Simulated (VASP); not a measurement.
# Mo3W (Pm-3n) in VASP: relaxation of cell and atoms with PBE

Aim: the relaxation of cell and atoms of Mo3W with PBE.

All numbers are computed with VASP 6.6.1; they aren't measurements. Logs are shortened: lines on timing, memory, paths and dates and some standing lists are left out, and cuts for length are marked.

## (1) The cell of the first run

It takes space group Pm-3n (No. 223, cubic). Conventional cell: a = 5.055 Å, b = 5.055 Å, c = 5.055 Å, α = 90.00°, β = 90.00°, γ = 90.00°. Within 3.3 Å of Mo (site symmetry -4m2) lie 10 Mo at 2.53 to 3.10 Å and 4 W at 2.83 Å. W (site symmetry m-3) has 12 Mo at 2.83 Å within 3.7 Å.

The cell was generated, and may not be a known phase.

## (2) Relaxation of cell and atoms, PBE

Contents of INCAR:

```
  PREC = Accurate
  ENCUT = 500
  EDIFF = 1E-7
  ISMEAR = 0
  SIGMA = 0.1
  LREAL = False
  LASPH = True
  NELM = 120
  ALGO = Normal
  ISIF = 3
  LWAVE = False
  LCHARG = False
  GGA = PE
  IBRION = 2
  NSW = 100
  EDIFFG = -0.01
  GGA_COMPAT = False
  NELMIN = 4
```

Contents of KPOINTS:

```
regular mesh
0
Gamma
  8 8 8
```

Contents of POSCAR:

```
Mo3W
1.0
    5.0546374956      0.0000000000      0.0000000000
    0.0000000000      5.0546374956      0.0000000000
    0.0000000000      0.0000000000      5.0546374956
Mo W
6 2
Direct
    0.2500000000      0.0000000000      0.5000000000
    0.5000000000      0.7500000000      0.0000000000
    0.7500000000      0.0000000000      0.5000000000
    0.5000000000      0.2500000000      0.0000000000
    0.0000000000      0.5000000000      0.7500000000
    0.0000000000      0.5000000000      0.2500000000
    0.0000000000      0.0000000000      0.0000000000
    0.5000000000      0.5000000000      0.5000000000
```

Potentials or basis: VASP PAW PBE potentials, release 64 (Mo_sv, W_sv).

On the command line:

```
$ cat potpaw_PBE.64/Mo_sv/POTCAR potpaw_PBE.64/W_sv/POTCAR > POTCAR
$ mpirun -np 1 vasp_std > vasp.out
```

OUTCAR:

```text
PREC = Accurate
   ENCUT = 500
   EDIFF = 1E-7
   ISMEAR = 0
   LREAL = False
   LASPH = True
   NELM = 120
   ISIF = 3
   GGA = PE
   IBRION = 2
   NSW = 100
   EDIFFG = -0.01
   NELMIN = 4

 ion  position               nearest neighbor table
   1  0.250  0.000  0.500-   3 2.53   3 2.53   8 2.83   7 2.83   8 2.83   7 2.83   5 3.10   6 3.10
                             6 3.10   5 3.10   4 3.10   2 3.10   4 3.10   2 3.10
   2  0.500  0.750  0.000-   4 2.53   4 2.53   8 2.83   8 2.83   7 2.83   7 2.83   6 3.10   5 3.10
                             6 3.10   5 3.10   1 3.10   1 3.10   3 3.10   3 3.10
   3  0.750  0.000  0.500-   1 2.53   1 2.53   8 2.83   7 2.83   8 2.83   7 2.83   5 3.10   6 3.10
                             6 3.10   5 3.10   4 3.10   2 3.10   4 3.10   2 3.10
   4  0.500  0.250  0.000-   2 2.53   2 2.53   8 2.83   8 2.83   7 2.83   7 2.83   6 3.10   5 3.10
                             6 3.10   5 3.10   3 3.10   1 3.10   3 3.10   1 3.10
   5  0.000  0.500  0.750-   6 2.53   6 2.53   8 2.83   7 2.83   7 2.83   8 2.83   3 3.10   4 3.10
                             1 3.10   3 3.10   1 3.10   2 3.10   4 3.10   2 3.10
   6  0.000  0.500  0.250-   5 2.53   5 2.53   8 2.83   7 2.83   7 2.83   8 2.83   3 3.10   4 3.10
                             1 3.10   3 3.10   1 3.10   2 3.10   4 3.10   2 3.10
   7  0.000  0.000  0.000-   1 2.83   2 2.83   3 2.83   4 2.83   5 2.83   6 2.83   1 2.83   3 2.83
                             5 2.83   6 2.83   2 2.83   4 2.83
   8  0.500  0.500  0.500-   1 2.83   2 2.83   3 2.83   4 2.83   5 2.83   6 2.83   2 2.83   4 2.83
                             1 2.83   3 2.83   5 2.83   6 2.83

  LATTYP: Found a simple cubic cell.
 ALAT       =     5.0546374956

  Lattice vectors:

 A1 = (   5.0546374956,   0.0000000000,   0.0000000000)
 A2 = (   0.0000000000,   5.0546374956,   0.0000000000)
 A3 = (   0.0000000000,   0.0000000000,   5.0546374956)

Analysis of symmetry for initial positions (statically):
=====================================================================
 Subroutine PRICEL returns:
 Original cell was already a primitive cell.

 Routine SETGRP: Setting up the symmetry group for a
 simple cubic supercell.

 Subroutine GETGRP returns: Found 48 space group operations
 (whereof 24 operations were pure point group operations)
 out of a pool of 48 trial point group operations.

The static configuration has the point symmetry T_h .
 The point group associated with its full space group is O_h .

Analysis of symmetry for dynamics (positions and initial velocities):
=====================================================================
 Subroutine PRICEL returns:
 Original cell was already a primitive cell.

 Routine SETGRP: Setting up the symmetry group for a
 simple cubic supercell.

 Subroutine GETGRP returns: Found 48 space group operations
 (whereof 24 operations were pure point group operations)
 out of a pool of 48 trial point group operations.

The dynamic configuration has the point symmetry T_h .
 The point group associated with its full space group is O_h .

 Subroutine INISYM returns: Found 48 space group operations
 (whereof 24 operations are pure point group operations),
 and found     1 'primitive' translations

----------------------------------------------------------------------------------------

                                     Primitive cell

  volume of cell :     129.1428

  direct lattice vectors                    reciprocal lattice vectors
     5.054637496  0.000000000  0.000000000     0.197838124  0.000000000  0.000000000
     0.000000000  5.054637496  0.000000000     0.000000000  0.197838124  0.000000000
     0.000000000  0.000000000  5.054637496     0.000000000  0.000000000  0.197838124

  length of vectors
     5.054637496  5.054637496  5.054637496     0.197838124  0.197838124  0.197838124

  position of ions in fractional coordinates (direct lattice)
     0.250000000  0.000000000  0.500000000
     0.500000000  0.750000000  0.000000000
     0.750000000  0.000000000  0.500000000
     0.500000000  0.250000000  0.000000000
     0.000000000  0.500000000  0.750000000
     0.000000000  0.500000000  0.250000000
     0.000000000  0.000000000  0.000000000
     0.500000000  0.500000000  0.500000000

  ion indices of the primitive-cell ions
   primitive index   ion index
                 1           1
                 2           2
                 3           3
                 4           4
                 5           5
                 6           6
                 7           7
                 8           8

----------------------------------------------------------------------------------------

 KPOINTS: regular mesh

Automatic generation of k-mesh.
 Grid dimensions read from file:
 generate k-points for:    8    8    8

 Generating k-lattice:

  Cartesian coordinates                     Fractional coordinates (reciprocal lattice)
     0.024729766  0.000000000  0.000000000     0.125000000  0.000000000  0.000000000
     0.000000000  0.024729766  0.000000000     0.000000000  0.125000000  0.000000000
     0.000000000  0.000000000  0.024729766     0.000000000  0.000000000  0.125000000

  Length of vectors
     0.024729766  0.024729766  0.024729766

  Shift w.r.t. Gamma in fractional coordinates (k-lattice)
     0.000000000  0.000000000  0.000000000

 Subroutine IBZKPT returns following result:
 ===========================================

 Found     35 irreducible k-points:

 Following reciprocal coordinates:
            Coordinates               Weight
  0.000000  0.000000  0.000000      1.000000
  0.125000  0.000000  0.000000      6.000000
  0.250000  0.000000  0.000000      6.000000
  0.375000  0.000000  0.000000      6.000000
  0.500000  0.000000  0.000000      3.000000
  0.125000  0.125000  0.000000     12.000000
[... 16 lines left out ...]
  0.375000  0.375000  0.125000     24.000000
  0.500000  0.375000  0.125000     24.000000
 [... further k-points ...]
   k-points           NKPTS =     35   k-points in BZ     NKDIM =     35   number of bands    NBANDS=     67
   number of dos      NEDOS =    301   number of ions     NIONS =      8
   total plane-waves  NPLWV =  64000
   dimension x,y,z NGX =    40 NGY =   40 NGZ =   40
   dimension x,y,z NGXF=    80 NGYF=   80 NGZF=   80
   ions per type =               6   2
   NGX,Y,Z   is equivalent  to a cutoff of  13.16, 13.16, 13.16 a.u.
   NGXF,Y,Z  is equivalent  to a cutoff of  26.31, 26.31, 26.31 a.u.
 SYSTEM =  unknown system
   PREC   = accura    normal or accurate (medium, high low for compatibility)
   ISTART =      0    job   : 0-new  1-cont  2-samecut
   ICHARG =      2    charge: 1-file 2-atom 10-const
   ISPIN  =      1    spin polarized calculation?
   LNONCOLLINEAR =      F non collinear calculations
   LSORBIT =      F    spin-orbit coupling
   LASPH  =      T    aspherical Exc in radial PAW
   ENCUT  =  500.0 eV  36.75 Ry    6.06 a.u.   9.22  9.22  9.22*2*pi/ulx,y,z
   NELM   =    120;   NELMIN=  4; NELMDL= -5     # of ELM steps
   EDIFF  = 0.1E-06   stopping-criterion for ELM
   LREAL  =      F    real-space projection
   EDIFFG = -.1E-01   stopping-criterion for IOM
   NSW    =    100    number of steps for IOM
   IBRION =      2    ionic relax: 0-MD 1-quasi-New 2-CG
   NFREE  =      1    steps in history (QN), initial steepest desc. (CG)
   ISIF   =      3    stress and relaxation
   ISYM   =      2    0-nonsym 1-usesym 2-fastsym
   POTIM  = 0.5000    time-step for ionic-motion
   TEBEG  =    0.0;   TEEND  =   0.0 temperature during run
   PSTRESS=    0.0 pullay stress
   NELECT =     112.0000    total number of electrons
   NUPDOWN=      -1.0000    fix difference up-down
   EMIN   =  10.00;   EMAX   =-10.00  energy-range for DOS
   EFERMI =   0.00;   METHOD = LEGACY
   ISMEAR =     0;   SIGMA  =   0.10  broadening in eV -4-tet -1-fermi 0-gaus
   EFERMI_NEDOS =   21; number of points for ismear=-14 and -15
   IALGO  =     38    algorithm
   IMIX   =      4    mixing-type and parameters
     AMIX     =   0.40;   BMIX     =  1.00
     AMIX_MAG =   1.60;   BMIX_MAG =  1.00
  volume/ion in A,a.u.               =      16.14       108.94
  Fermi-wavevector in a.u.,A,eV,Ry     =   1.561196  2.950233 33.161937  2.437334
  Thomas-Fermi vector in A             =   2.664297
   LORBIT       =      0    0 simple, 1 ext, 2 COOP (PROOUT), +10 PAW based schemes
   GGA     = PE    functional components
   LHFCALC =     F    Hartree Fock is set to
   AEXX    =    0.0000 exact exchange contribution
   IVDW    =     0    specifies the selected vdW correction
   LEPSILON=     F    determine dielectric tensor
   LRPA    =     F    only Hartree local field effects (RPA)
 conjugate gradient relaxation of ions
 non-spin polarized calculation
 Gauss-broadening in eV      SIGMA  =   0.10
  energy-cutoff  :      500.00
  volume of cell :      129.14
 maximum number of plane-waves:      3328
 NGX is ok and might be reduce to    40
   NGX = 19   NGY = 19   NGZ = 19

--------------------------------------- Ionic step        1  -------------------------------------------

 number of electron     112.0000022 magnetization

 Free energy of the ion-electron system (eV)
  ---------------------------------------------------
  ext. energy  EPLUGINS =         0.00000000
  ---------------------------------------------------
  free energy    TOTEN  =       -90.86405899 eV

  energy without entropy =      -90.84663255  energy(sigma->0) =      -90.85534577

------------------------ aborting loop because EDIFF is reached ----------------------------------------

  FORCE on cell =-STRESS in cart. coord.  units (eV):
  Direction    XX          YY          ZZ          XY          YZ          ZX
  --------------------------------------------------------------------------------------
  -------------------------------------------------------------------------------------
  Total        0.2727350      0.2727350      0.2727350      0.0000000      0.0000000     -0.0000000
  in kB        3.3836188      3.3836188      3.3836188      0.0000000      0.0000000     -0.0000000
  external PRESSURE =       3.3836188 kB  Pullay stress =       0.0000000 kB
[... 69 lines left out ...]
  energy  without entropy=      -90.8455945589  energy(sigma->0) =      -90.85420143

--------------------------------------- Ionic step        3  -------------------------------------------

 number of electron     112.0000022 magnetization

 Free energy of the ion-electron system (eV)
  ---------------------------------------------------
  ext. energy  EPLUGINS =         0.00000000
  ---------------------------------------------------
  free energy    TOTEN  =       -90.86423254 eV

  energy without entropy =      -90.84686158  energy(sigma->0) =      -90.85554706

 E-fermi :  11.5840     XC(G=0): -13.2735

 val. band max:       11.5753390702   @ k =   0.5000   0.2500   0.1250
 cond. band min:      11.6097083873   @ k =   0.2500   0.0000   0.0000
 fundamental gap:      0.0343693171
 Fermi energy:        11.5840034764

 k-point     1 :       0.0000    0.0000    0.0000
  band No.  band energies     occupation
      1     -62.0749      2.00000
      2     -62.0744      2.00000
      3     -49.4672      2.00000
      4     -49.3941      2.00000
      5     -49.3941      2.00000
      6     -49.1615      2.00000
[... 1669 lines left out ...]
     66      13.9263      0.00000
     67      14.0102      0.00000

 [... further k-points ...]

------------------------ aborting loop because EDIFF is reached ----------------------------------------

  FORCE on cell =-STRESS in cart. coord.  units (eV):
  Direction    XX          YY          ZZ          XY          YZ          ZX
  --------------------------------------------------------------------------------------
  -------------------------------------------------------------------------------------
  Total        0.0000876      0.0000876      0.0000876     -0.0000000     -0.0000000     -0.0000000
  in kB        0.0010849      0.0010849      0.0010849     -0.0000000     -0.0000000     -0.0000000
  external PRESSURE =       0.0010849 kB  Pullay stress =       0.0000000 kB
[... 23 lines left out ...]
  FREE ENERGIE OF THE ION-ELECTRON SYSTEM (eV)
  ---------------------------------------------------
  free  energy   TOTEN  =       -90.8642325364 eV

  energy  without entropy=      -90.8468615767  energy(sigma->0) =      -90.85554706

 reached required accuracy - stopping structural energy minimisation
```

Run time: 13 min. Hardware: 1 thread of Intel Xeon Platinum 8259CL at 2.50GHz (Skylake/Cascade Lake), shared host; peak memory 0.38 GiB.

Results:

- Free energy: -90.8642 eV
- Relaxed volume: 16.16 Å³/atom
- Relaxed cell: a = 5.057 Å, b = 5.057 Å, c = 5.057 Å, α = 90.00°, β = 90.00°, γ = 90.00°
- Space group after relaxing (to 0.1 Å): Pm-3n (No. 223)
- Energy gained by relaxing: 0.0 meV/atom
- Ionic steps: 3
- Pressure after relaxing: 0.0 GPa
- Band gap on the k mesh: zero (bands 56 and 57 overlap by 0.61 eV)

The path:
| step | energy change (eV) | largest force (eV/Å) | pressure (GPa) | volume (Å³) |
| --- | --- | --- | --- | --- |
| 1 | 0.0000 | 0.0000 | 0.34 | 129.14 |
| 2 | 0.0013 | 0.0000 | -0.96 | 129.78 |
| 3 | -0.0002 | 0.0000 | 0.00 | 129.31 |

Final structure:
```xyz
8
Lattice="5.0568 0.0000 0.0000 0.0000 5.0568 0.0000 0.0000 0.0000 5.0568" Properties=species:S:1:pos:R:3 pbc="T T T"
Mo    1.2642    0.0000    2.5284
Mo    2.5284    3.7926    0.0000
Mo    3.7926    0.0000    2.5284
Mo    2.5284    1.2642    0.0000
Mo    0.0000    2.5284    3.7926
Mo    0.0000    2.5284    1.2642
W     0.0000    0.0000    0.0000
W     2.5284    2.5284    2.5284
```

Caveat: spin-orbit coupling is left out, which moves the levels of the heavy elements.

The gap in the log of VASP goes by the Fermi energy; the results here count the filled bands.